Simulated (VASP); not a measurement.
# W9C8 in VASP: single point with PBE

Aim: the single point of W9C8 with PBE.

Program: VASP 6.6.1. These are calculated values, not measurements. Logs are shortened: lines on timing, memory, paths and dates and some standing lists are left out, and cuts for length are marked.

**1. The cell of the first run**

The cell holds a slab with vacuum, 17 atoms: a = 5.709 Å, b = 5.709 Å, c = 15.202 Å, α = 90.00°, β = 90.00°, γ = 120.00°.

**2. Single point, PBE**

The input, INCAR:

```
SYSTEM = W9C8
PREC     = Accurate       ! precision mode
ENCUT    = 520            ! plane-wave cutoff, eV
EDIFF    = 1E-7           ! SCF threshold, eV
ISMEAR   = -1             ! smearing method
SIGMA    = 0.15           ! smearing width, eV
LREAL    = Auto         
LASPH    = .TRUE.         ! aspherical terms in the spheres
NELM     = 60             ! most SCF steps
ALGO     = Normal         ! electronic algorithm
ISIF     = 2              ! what is computed and relaxed
LWAVE    = .FALSE.        ! write WAVECAR
LCHARG   = .FALSE.        ! write CHGCAR
GGA      = PE             ! functional
NBANDS   = 93             ! bands
```

The input, KPOINTS:

```
regular mesh
0
G
  2 2 1
  0 0 0
```

The input, POSCAR:

```
W9C8
1.0
    5.7094800000      0.0000000000      0.0000000000
   -2.8547400000      4.9445550000      0.0000000000
    0.0000000000      0.0000000000     15.2020700000
W C
9 8
Direct
    0.0000000000      0.0000000000      0.0657805000
    0.0060453666      0.0030086236      0.2525898259
    0.0000000000      0.5000000000      0.0657805000
    0.0000154864      0.4999905124      0.2560399782
    0.5000000000      0.0000000000      0.0657805000
    0.4970104496      0.0029944407      0.2525949157
    0.5000000000      0.5000000000      0.0657805000
    0.4969950936      0.4939587651      0.2525903657
    0.6666674412      0.8333346545      0.4045582979
    0.3333710705      0.1666409058      0.1532510105
    0.3333336057      0.1666651383      0.3322324936
    0.3327325904      0.6663583618      0.1544125526
    0.3301556650      0.6650830851      0.3428662497
    0.8336451744      0.1672710225      0.1544120189
    0.8349150196      0.1698403970      0.3428615219
    0.8336519093      0.6663524686      0.1544100639
    0.8349079149      0.6650920424      0.3428331880
```

Potentials or basis: VASP PAW PBE potentials, release 64 (W_sv, C).

On the command line:

```
> cat potpaw_PBE.64/W_sv/POTCAR potpaw_PBE.64/C/POTCAR > POTCAR
> mpirun -np 1 vasp_std > vasp.out
```

OUTCAR:

```text
SYSTEM = W9C8
   PREC = Accurate
   ENCUT = 520
   EDIFF = 1E-7
   ISMEAR = -1
   LREAL = Auto
   LASPH = .TRUE.
   NELM = 60
   ISIF = 2
   GGA = PE

 ion  position               nearest neighbor table
   1  0.000  0.000  0.066-  10 2.12  14 2.13  16 2.13   2 2.84   5 2.85   5 2.85   3 2.85   3 2.85
                             7 2.85   7 2.85
   2  0.006  0.003  0.253-  11 2.02  17 2.16  15 2.16  10 2.21  16 2.24  14 2.24   8 2.80   6 2.80
                             1 2.84   4 2.86   9 2.86   4 2.86   6 2.91   8 2.91
   3  0.000  0.500  0.066-  16 2.13  14 2.13  12 2.13   7 2.85   7 2.85   5 2.85   1 2.85   1 2.85
                             5 2.85   4 2.89
   4  0.000  0.500  0.256-  17 2.10  15 2.10  13 2.10  12 2.26  14 2.26  16 2.26   8 2.86   2 2.86
                             6 2.86   6 2.86   2 2.86   8 2.86   3 2.89
   5  0.500  0.000  0.066-  10 2.12  12 2.13  14 2.13   6 2.84   1 2.85   1 2.85   3 2.85   7 2.85
                             7 2.85   3 2.85
   6  0.497  0.003  0.253-  11 2.02  15 2.16  13 2.16  10 2.21  12 2.24  14 2.24   8 2.80   2 2.80
                             5 2.84   9 2.86   4 2.86   4 2.86   2 2.91   8 2.91
   7  0.500  0.500  0.066-  10 2.12  12 2.13  16 2.13   8 2.84   3 2.85   3 2.85   5 2.85   5 2.85
                             1 2.85   1 2.85
   8  0.497  0.494  0.253-  11 2.02  17 2.16  13 2.16  10 2.21  12 2.24  16 2.24   2 2.80   6 2.80
                             7 2.84   4 2.86   9 2.86   4 2.86   6 2.91   2 2.91
   9  0.667  0.833  0.405-  13 1.91  15 1.91  17 1.91   6 2.86   8 2.86   2 2.86
  10  0.333  0.167  0.153-   5 2.12   7 2.12   1 2.12   6 2.21   8 2.21   2 2.21
  11  0.333  0.167  0.332-   2 2.02   8 2.02   6 2.02
  12  0.333  0.666  0.154-   3 2.13   7 2.13   5 2.13   6 2.24   8 2.24   4 2.26
  13  0.330  0.665  0.343-   9 1.91   4 2.10   6 2.16   8 2.16
  14  0.834  0.167  0.154-   3 2.13   1 2.13   5 2.13   6 2.24   2 2.24   4 2.26
  15  0.835  0.170  0.343-   9 1.91   4 2.10   6 2.16   2 2.16
  16  0.834  0.666  0.154-   3 2.13   1 2.13   7 2.13   2 2.24   8 2.24   4 2.26
  17  0.835  0.665  0.343-   9 1.91   4 2.10   8 2.16   2 2.16

  LATTYP: Found a hexagonal cell.
 ALAT       =     5.7094800000
 C/A-ratio  =     2.6626014979

  Lattice vectors:

 A1 = (   5.7094800000,   0.0000000000,   0.0000000000)
 A2 = (  -2.8547400000,   4.9445550000,   0.0000000000)
 A3 = (   0.0000000000,   0.0000000000,  15.2020700000)

Analysis of symmetry for initial positions (statically):
=====================================================================
 Subroutine PRICEL returns:
 Original cell was already a primitive cell.

 Routine SETGRP: Setting up the symmetry group for a
 hexagonal supercell.

 Subroutine GETGRP returns: Found  2 space group operations
 (whereof  1 operations were pure point group operations)
 out of a pool of 24 trial point group operations.

The static configuration has the point symmetry C_1 .
 The point group associated with its full space group is C_1h.

Analysis of symmetry for dynamics (positions and initial velocities):
=====================================================================
 Subroutine PRICEL returns:
 Original cell was already a primitive cell.

 Routine SETGRP: Setting up the symmetry group for a
 hexagonal supercell.

 Subroutine GETGRP returns: Found  2 space group operations
 (whereof  1 operations were pure point group operations)
 out of a pool of 24 trial point group operations.

The dynamic configuration has the point symmetry C_1 .
 The point group associated with its full space group is C_1h.

 Subroutine INISYM returns: Found  2 space group operations
 (whereof  1 operations are pure point group operations),
 and found     1 'primitive' translations

----------------------------------------------------------------------------------------

                                     Primitive cell

  volume of cell :     429.1672

  direct lattice vectors                    reciprocal lattice vectors
     5.709480000  0.000000000  0.000000000     0.175147299  0.101121334  0.000000000
    -2.854740000  4.944555000  0.000000000     0.000000000  0.202242669  0.000000000
     0.000000000  0.000000000 15.202070000     0.000000000  0.000000000  0.065780515

  length of vectors
     5.709480000  5.709480240 15.202070000     0.202242677  0.202242669  0.065780515

  position of ions in fractional coordinates (direct lattice)
     0.000000000  0.000000000  0.065780500
     0.006045367  0.003008624  0.252589826
     0.000000000  0.500000000  0.065780500
     0.000015486  0.499990512  0.256039978
     0.500000000  0.000000000  0.065780500
     0.497010450  0.002994441  0.252594916
[... 9 lines left out ...]
     0.833651909  0.666352469  0.154410064
     0.834907915  0.665092042  0.342833188

  ion indices of the primitive-cell ions
   primitive index   ion index
                 1           1
                 2           2
                 3           3
                 4           4
                 5           5
                 6           6
[... 9 lines left out ...]
                16          16
                17          17

----------------------------------------------------------------------------------------

 KPOINTS: regular mesh

Automatic generation of k-mesh.
 Grid dimensions read from file:
 generate k-points for:    2    2    1

 Generating k-lattice:

  Cartesian coordinates                     Fractional coordinates (reciprocal lattice)
     0.087573649  0.050560667  0.000000000     0.500000000  0.000000000  0.000000000
     0.000000000  0.101121334  0.000000000     0.000000000  0.500000000  0.000000000
     0.000000000  0.000000000  0.065780515     0.000000000  0.000000000  1.000000000

  Length of vectors
     0.101121339  0.101121334  0.065780515

  Shift w.r.t. Gamma in fractional coordinates (k-lattice)
     0.000000000  0.000000000  0.000000000

 Subroutine IBZKPT returns following result:
 ===========================================

 Found      3 irreducible k-points:

 Following reciprocal coordinates:
            Coordinates               Weight
  0.000000  0.000000  0.000000      1.000000
  0.500000  0.000000  0.000000      2.000000
  0.500000  0.500000  0.000000      1.000000
   k-points           NKPTS =      3   k-points in BZ     NKDIM =      3   number of bands    NBANDS=     93
   number of dos      NEDOS =    301   number of ions     NIONS =     17
   total plane-waves  NPLWV = 211680
   dimension x,y,z NGX =    42 NGY =   42 NGZ =  120
   dimension x,y,z NGXF=    84 NGYF=   84 NGZF=  240
   ions per type =               9   8
   NGX,Y,Z   is equivalent  to a cutoff of  12.23, 12.23, 13.12 a.u.
   NGXF,Y,Z  is equivalent  to a cutoff of  24.46, 24.46, 26.25 a.u.
 SYSTEM =  W9C8
   PREC   = accura    normal or accurate (medium, high low for compatibility)
   ISTART =      0    job   : 0-new  1-cont  2-samecut
   ICHARG =      2    charge: 1-file 2-atom 10-const
   ISPIN  =      1    spin polarized calculation?
   LNONCOLLINEAR =      F non collinear calculations
   LSORBIT =      F    spin-orbit coupling
   LASPH  =      T    aspherical Exc in radial PAW
   ENCUT  =  520.0 eV  38.22 Ry    6.18 a.u.  10.62 10.62 28.27*2*pi/ulx,y,z
   NELM   =     60;   NELMIN=  2; NELMDL= -5     # of ELM steps
   EDIFF  = 0.1E-06   stopping-criterion for ELM
   LREAL  =      T    real-space projection
   EDIFFG = 0.1E-05   stopping-criterion for IOM
   NSW    =      0    number of steps for IOM
   IBRION =     -1    ionic relax: 0-MD 1-quasi-New 2-CG
   NFREE  =      0    steps in history (QN), initial steepest desc. (CG)
   ISIF   =      2    stress and relaxation
   ISYM   =      2    0-nonsym 1-usesym 2-fastsym
   POTIM  = 0.5000    time-step for ionic-motion
   TEBEG  =    0.0;   TEEND  =   0.0 temperature during run
   PSTRESS=    0.0 pullay stress
   NELECT =     158.0000    total number of electrons
   NUPDOWN=      -1.0000    fix difference up-down
   EMIN   =  10.00;   EMAX   =-10.00  energy-range for DOS
   EFERMI =   0.00;   METHOD = LEGACY
   ISMEAR =    -1;   SIGMA  =   0.15  broadening in eV -4-tet -1-fermi 0-gaus
   EFERMI_NEDOS =   21; number of points for ismear=-14 and -15
   IALGO  =     38    algorithm
   IMIX   =      4    mixing-type and parameters
     AMIX     =   0.40;   BMIX     =  1.00
     AMIX_MAG =   1.60;   BMIX_MAG =  1.00
  volume/ion in A,a.u.               =      25.25       170.36
  Fermi-wavevector in a.u.,A,eV,Ry     =   1.173325  2.217263 18.731029  1.376692
  Thomas-Fermi vector in A             =   2.309740
   LORBIT       =      0    0 simple, 1 ext, 2 COOP (PROOUT), +10 PAW based schemes
   GGA     = PE    functional components
   LHFCALC =     F    Hartree Fock is set to
   AEXX    =    0.0000 exact exchange contribution
   IVDW    =     0    specifies the selected vdW correction
   LEPSILON=     F    determine dielectric tensor
   LRPA    =     F    only Hartree local field effects (RPA)
 non-spin polarized calculation
  energy-cutoff  :      520.00
  volume of cell :      429.17
 maximum number of plane-waves:     11613
   NGX = 21   NGY = 21   NGZ = 57

 number of electron     158.0000010 magnetization

 Free energy of the ion-electron system (eV)
  ---------------------------------------------------
  ext. energy  EPLUGINS =         0.00000000
  ---------------------------------------------------
  free energy    TOTEN  =      -178.59579806 eV

  energy without entropy =     -178.19716613  energy(sigma->0) =     -178.39648209

 E-fermi :   2.5560     XC(G=0):  -7.1974

 val. band max:        2.3104591512   @ k =   0.5000   0.5000   0.0000
 cond. band min:       2.6420632719   @ k =   0.0000   0.0000   0.0000
 fundamental gap:      0.3316041207
 Fermi energy:         2.5559860908

 k-point     1 :       0.0000    0.0000    0.0000
  band No.  band energies     occupation
      1     -71.6509      2.00000
      2     -71.5572      2.00000
      3     -71.5443      2.00000
      4     -71.4854      2.00000
      5     -71.4691      2.00000
      6     -71.4690      2.00000
[... 83 lines left out ...]
     90       4.7552      0.00000
     91       5.8377      0.00000

 k-point     2 :       0.5000    0.0000    0.0000
  band No.  band energies     occupation
      1     -71.6508      2.00000
      2     -71.5522      2.00000
      3     -71.5193      2.00000
      4     -71.5048      2.00000
      5     -71.4774      2.00000
      6     -71.4691      2.00000
[... 83 lines left out ...]
     90       4.4439      0.00001
     91       4.6029      0.00000

 k-point     3 :       0.5000    0.5000    0.0000
  band No.  band energies     occupation
      1     -71.6508      2.00000
      2     -71.5522      2.00000
      3     -71.5193      2.00000
      4     -71.5047      2.00000
      5     -71.4775      2.00000
      6     -71.4690      2.00000
[... 83 lines left out ...]
     90       4.4436      0.00001
     91       4.6027      0.00000
 [bands above 91 left out]

------------------------ aborting loop because EDIFF is reached ----------------------------------------

  FORCE on cell =-STRESS in cart. coord.  units (eV):
  Direction    XX          YY          ZZ          XY          YZ          ZX
  --------------------------------------------------------------------------------------
  -------------------------------------------------------------------------------------
  Total       13.4799957     13.4800460      1.1886832      0.0000423     -0.0018333      0.0031761
  in kB       50.3238478     50.3240357      4.4376210      0.0001578     -0.0068440      0.0118572
  external PRESSURE =      35.0285015 kB  Pullay stress =       0.0000000 kB

 VOLUME and BASIS-vectors are now :
 -----------------------------------------------------------------------------
  energy-cutoff  :      520.00
  volume of cell :      429.17
      direct lattice vectors                 reciprocal lattice vectors
     5.709480000  0.000000000  0.000000000     0.175147299  0.101121334  0.000000000
    -2.854740000  4.944555000  0.000000000     0.000000000  0.202242669  0.000000000
     0.000000000  0.000000000 15.202070000     0.000000000  0.000000000  0.065780515

 POSITION                                       TOTAL-FORCE (eV/Angst)
 -----------------------------------------------------------------------------------
      0.00000      0.00000      1.00000        -0.148153     -0.086505     -0.228039
      0.02593      0.01488      3.83989        -0.069026     -0.038411     -0.025574
     -1.42737      2.47228      1.00000         0.000892     -0.000515      0.427624
     -1.42725      2.47223      3.89234        -0.000995      0.000574      0.051938
      2.85474      0.00000      1.00000         0.150704     -0.087009     -0.228279
      2.82912      0.01481      3.83997         0.063602     -0.036721     -0.027148
[... 9 lines left out ...]
      2.85746      3.29482      2.34735         0.006300     -0.003637      0.000269
      2.86823      3.28858      5.21177         0.048146     -0.027797      0.027842
 -----------------------------------------------------------------------------------
    total drift:                                0.028431      0.047390     -0.024590

  FREE ENERGIE OF THE ION-ELECTRON SYSTEM (eV)
  ---------------------------------------------------
  free  energy   TOTEN  =      -178.5957980588 eV

  energy  without entropy=     -178.1971661256  energy(sigma->0) =     -178.39648209
```

Wall time 5 min (1 thread of Intel Xeon Platinum 8488C (Sapphire Rapids), shared host); peak memory 0.49 GiB.

What came out:

```yaml
Free_energy: -178.5958 eV
Largest_force: 0.428 eV/Å
Band_gap_on_the_k_mesh: zero (band 79 reaches 2.75 eV, above the bottom of band 80 at 2.31 eV)
```

Forces on the atoms (eV/Å):
```
W   -0.148 -0.087 -0.228
W   -0.069 -0.038 -0.026
W    0.001 -0.001  0.428
W   -0.001  0.001  0.052
W    0.151 -0.087 -0.228
W    0.064 -0.037 -0.027
W    0.001  0.172 -0.228
W   -0.001  0.079 -0.026
W    0.002 -0.001  0.121
C   -0.003  0.002 -0.038
C    0.001 -0.001  0.126
C   -0.006 -0.004  0.000
C   -0.047 -0.029  0.023
C    0.000  0.008  0.000
C    0.001  0.055  0.023
C    0.006 -0.004  0.000
C    0.048 -0.028  0.028
```

Levels at points of the mesh, in eV from the Fermi level:
| k point | band 76 | band 77 | band 78 | band 79 | band 80 | band 81 | band 82 | band 83 | band 84 | band 85 |
| --- | --- | --- | --- | --- | --- | --- | --- | --- | --- | --- |
| (0.00, 0.00, 0.00) | 0.09 | 0.15 | 0.15 | 0.19 | 0.24 | 0.24 | 0.95 | 1.42 | 1.42 | 1.80 |
| (0.50, 0.00, 0.00) | -1.33 | -1.02 | -0.80 | -0.70 | -0.25 | 0.55 | 1.02 | 1.09 | 1.17 | 1.35 |
| (0.50, 0.50, 0.00) | -1.33 | -1.02 | -0.80 | -0.70 | -0.25 | 0.55 | 1.02 | 1.09 | 1.17 | 1.35 |

Caveat: the k points lie up to 0.64 Å⁻¹ apart; spin-orbit coupling is left out, which moves the levels of the heavy elements.
